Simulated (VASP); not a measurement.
# CoO (Fm-3m) in VASP: a series of runs, part 2 of 2

VASP 6.6.1. Earlier steps stand in the parts before.

### 3 Single point, PBE, collinear spin, ferromagnetic start

Input file INCAR:

```
SYSTEM = CoO
  PREC = Accurate
  ENCUT = 600
  EDIFF = 1E-6
  ISMEAR = -1
  SIGMA = 0.05
  LREAL = .FALSE.
  LASPH = .TRUE.
  NELM = 200
  ALGO = Normal
  ISIF = 2
  LWAVE = .FALSE.
  LCHARG = .TRUE.
  ISPIN = 2
  MAGMOM = 2 0
  LORBIT = 11
  LMAXMIX = 4
  GGA = PE
  LELF = .TRUE.
  LVHAR = .TRUE.
  NBANDS = 22
  GGA_COMPAT = .FALSE.
```

Input file KPOINTS:

```
Automatic mesh
0
G
  11 11 11
  0 0 0
```

Input file POSCAR:

```
CoO
1.0
    0.0000000000      2.1315016600      2.1315016600
    2.1315016600      0.0000000000      2.1315016600
    2.1315016600      2.1315016600      0.0000000000
Co O
1 1
Direct
    0.0000000000      0.0000000000      0.0000000000
    0.5000000000      0.5000000000      0.5000000000
```

Potentials or basis: VASP PAW PBE potentials, release 64 (Co_sv, O).

Command:

```bash
cat potpaw_PBE.64/Co_sv/POTCAR potpaw_PBE.64/O/POTCAR > POTCAR
mpirun -np 1 vasp_std > vasp.out
```

OUTCAR:

```text
SYSTEM = CoO
   PREC = Accurate
   ENCUT = 600
   EDIFF = 1E-6
   ISMEAR = -1
   LREAL = .FALSE.
   LASPH = .TRUE.
   NELM = 200
   ISIF = 2
   ISPIN = 2
   LORBIT = 11
   GGA = PE

 ion  position               nearest neighbor table
   1  0.000  0.000  0.000-   2 2.13   2 2.13   2 2.13   2 2.13   2 2.13   2 2.13
   2  0.500  0.500  0.500-   1 2.13   1 2.13   1 2.13   1 2.13   1 2.13   1 2.13

  LATTYP: Found a face centered cubic cell.
 ALAT       =     4.2630033200

  Lattice vectors:

 A1 = (   0.0000000000,   2.1315016600,   2.1315016600)
 A2 = (   2.1315016600,   0.0000000000,   2.1315016600)
 A3 = (   2.1315016600,   2.1315016600,   0.0000000000)
[... 1412 lines left out ...]

 VOLUME and BASIS-vectors are now :
 -----------------------------------------------------------------------------
  energy-cutoff  :      600.00
  volume of cell :       19.37
      direct lattice vectors                 reciprocal lattice vectors
     0.000000000  2.131501660  2.131501660    -0.234576407  0.234576407  0.234576407
     2.131501660  0.000000000  2.131501660     0.234576407 -0.234576407  0.234576407
     2.131501660  2.131501660  0.000000000     0.234576407  0.234576407 -0.234576407

 POSITION                                       TOTAL-FORCE (eV/Angst)
 -----------------------------------------------------------------------------------
      0.00000      0.00000      0.00000         0.000000      0.000000      0.000000
      2.13150      2.13150      2.13150        -0.000000     -0.000000     -0.000000
 -----------------------------------------------------------------------------------
    total drift:                                0.000000     -0.000000     -0.000000

  FREE ENERGIE OF THE ION-ELECTRON SYSTEM (eV)
  ---------------------------------------------------
  free  energy   TOTEN  =       -13.1389595417 eV

  energy  without entropy=      -13.1048656335  energy(sigma->0) =      -13.12191259

 total charge

# of ion       s       p       d       tot
------------------------------------------
    1        2.141   6.061   6.666  14.868
    2        1.552   3.428   0.000   4.980
--------------------------------------------------
tot          3.693   9.488   6.666  19.847

 magnetization (x)

# of ion       s       p       d       tot
------------------------------------------
    1        0.014   0.010   2.496   2.520
    2        0.029   0.266   0.000   0.295
--------------------------------------------------
tot          0.042   0.277   2.496   2.815
```

OSZICAR:

```text
N       E                     dE             d eps       ncg     rms          rms(c)
DAV:   1     0.236776358054E+03    0.23678E+03   -0.13561E+04  6540   0.258E+03
DAV:   2    -0.568849453063E+01   -0.24246E+03   -0.23054E+03  7360   0.655E+02
DAV:   3    -0.155664714471E+02   -0.98780E+01   -0.97929E+01  6894   0.111E+02
DAV:   4    -0.156648333939E+02   -0.98362E-01   -0.98321E-01  5744   0.975E+00
DAV:   5    -0.156686320236E+02   -0.37986E-02   -0.37986E-02  7016   0.213E+00    0.176E+01
DAV:   6    -0.144490530924E+02    0.12196E+01   -0.19679E+01  7914   0.848E+01    0.277E+01
DAV:   7    -0.131971926034E+02    0.12519E+01   -0.70932E+00  6956   0.593E+01    0.853E+00
DAV:   8    -0.131488095739E+02    0.48383E-01   -0.32200E-01  7426   0.726E+00    0.536E+00
DAV:   9    -0.131522715816E+02   -0.34620E-02   -0.14588E-01  9274   0.550E+00    0.298E+00
DAV:  10    -0.131414799490E+02    0.10792E-01   -0.41436E-02  7776   0.378E+00    0.811E-01
DAV:  11    -0.131388602079E+02    0.26197E-02   -0.15576E-02  8484   0.199E+00    0.205E-01
DAV:  12    -0.131389532265E+02   -0.93019E-04   -0.12159E-03  6664   0.382E-01    0.629E-02
DAV:  13    -0.131389598209E+02   -0.65944E-05   -0.12506E-04  7282   0.115E-01    0.331E-02
DAV:  14    -0.131389588477E+02    0.97324E-06   -0.15429E-05  7386   0.479E-02    0.223E-02
DAV:  15    -0.131389595417E+02   -0.69406E-06   -0.41676E-06  6346   0.370E-02
   1 F= -.13138960E+02 E0= -.13121913E+02  d E =-.340939E-01  mag=     2.9218
```

Run time: 28 s. Hardware: 1 thread of Intel Xeon Platinum 8559C (Emerald Rapids), shared host; peak memory 0.17 GiB.

Results:

* Free energy: -13.1390 eV
* Pressure: -4.3 GPa
* Net moment: 2.92 μB per cell
* Site moments: Co +2.52; O +0.29 μB
* Valence electrons inside the program's atomic spheres: Co 14.87; O 4.98

Levels at points of the mesh, in eV from the Fermi level:
Spin up:
| k point | band 9 | band 10 | band 11 | band 12 | band 13 | band 14 | band 15 | band 16 | band 17 | band 18 |
| --- | --- | --- | --- | --- | --- | --- | --- | --- | --- | --- |
| (0.00, 0.00, 0.00) | -3.16 | -3.16 | -3.08 | -3.08 | -3.08 | 0.91 | 16.75 | 18.01 | 18.01 | 18.01 |
Spin down:
| k point | band 8 | band 9 | band 10 | band 11 | band 12 | band 13 |
| --- | --- | --- | --- | --- | --- | --- |
| (0.00, 0.00, 0.00) | -2.61 | -1.10 | -1.10 | -1.10 | 0.09 | 0.09 |

Caveat: a cell with one magnetic atom can't hold antiferromagnetic order, which such compounds often take; semilocal functionals often make such compounds metallic where correlation or magnetic order opens a gap, which also shifts bond lengths. With open d or f shells a metallic result of PBE can be an artefact of self-interaction; +U or a hybrid may open a gap.

### 4 Single point, PBE, collinear spin, ferromagnetic start

Input file INCAR:

```
SYSTEM = CoO
ALGO = Normal
EDIFF = 1E-6
ENCUT = 600
GGA = PE
GGA_COMPAT = .False.
ISIF = 2
ISMEAR = -1
ISPIN = 2
LASPH = .True.
LCHARG = .False.
LMAXMIX = 4
LORBIT = 11
LREAL = .False.
LWAVE = .False.
MAGMOM = 1.71 0
NBANDS = 22
NELM = 200
PREC = Accurate
SIGMA = 0.05
```

Input file KPOINTS:

```
k-points
0
Gamma
  11 11 11
  0 0 0
```

POSCAR is that of step 3.

Command:

```bash
cat potpaw_PBE.64/Co_sv/POTCAR potpaw_PBE.64/O/POTCAR > POTCAR
mpirun -np 1 vasp_std > vasp.out
```

Run time: 20 s. Hardware: 1 thread of Intel Xeon 6975P-C (Granite Rapids), shared host; peak memory 0.17 GiB.

Results (log left out):

```
Free energy                                           : -13.1390 eV
Pressure                                              : -4.3 GPa
Net moment                                            : 2.92 μB per cell
Site moments                                          : Co +2.52; O +0.29 μB
Valence electrons inside the program's atomic spheres : Co 14.87; O 4.98
```

Levels at points of the mesh, in eV from the Fermi level:
Spin up:
| k point | band 11 | band 12 | band 13 | band 14 | band 15 | band 16 |
| --- | --- | --- | --- | --- | --- | --- |
| (0.00, 0.00, 0.00) | -3.08 | -3.08 | -3.08 | 0.91 | 16.75 | 18.01 |
Spin down:
```tsv
k point	band 8	band 9	band 10	band 11	band 12	band 13
(0.00, 0.00, 0.00)	-2.61	-1.10	-1.10	-1.10	0.09	0.09
```

Caveat: a cell with one magnetic atom can't hold antiferromagnetic order, which such compounds often take; semilocal functionals often make such compounds metallic where correlation or magnetic order opens a gap, which also shifts bond lengths. With open d or f shells a metallic result of PBE can be an artefact of self-interaction; +U or a hybrid may open a gap.
